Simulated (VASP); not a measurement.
Write the native input for VASP 6.6.1 that does the following.

| Property | Result |
| --- | --- |
| Task | single point |
| Functional | PBE |
| Potentials or basis | VASP PAW PBE potentials, release 64 (Ti_sv, C) |
| Cutoff | 520 eV |
| k mesh | 16 × 16 × 14 |
| Occupations | fermi-dirac, width 0.15 eV |
| Spin | no spin polarisation |
| Dipole correction | no |
| Further INCAR settings | ALGO = Normal; EDIFF = 1e-06; NBANDS = 15 |

The structure of TiC (WC type) lies in POSCAR:

```
TiC
1.0
    3.0452841791      0.0000000000      0.0000000000
   -1.5226420896      2.6372934609      0.0000000000
    0.0000000000      0.0000000000      2.6939039114
Ti C
1 1
Direct
    0.0000000000      0.0000000000      0.0000000000
    0.3333333333      0.6666666667      0.5000000000
```

One way to write it, as run:

INCAR

```
SYSTEM = TiC
PREC = Accurate ; ENCUT = 520
EDIFF = 1E-6 ; ISMEAR = -1
SIGMA = 0.15 ; LREAL = .FALSE.
LASPH = .TRUE. ; NELM = 80
ALGO = Normal ; ISIF = 2
LWAVE = .FALSE. ; LCHARG = .FALSE.
GGA = PE ; NBANDS = 15
```

KPOINTS

```
regular mesh
0
G
  16 16 14
  0 0 0
```

Potentials or basis: VASP PAW PBE potentials, release 64 (Ti_sv, C).

Launch:

```sh
$ cat potpaw_PBE.64/Ti_sv/POTCAR potpaw_PBE.64/C/POTCAR > POTCAR
$ mpirun -np 1 vasp_std > vasp.out
```

It gave:

| Item | Value |
| --- | --- |
| Pressure | 0.2 GPa |
| Band gap on the k mesh | zero (bands 8 and 9 overlap by 0.11 eV) |

Wall time 88 s on 1 thread of Intel Xeon 8259CL, on a shared host, peak memory 0.2 GiB.
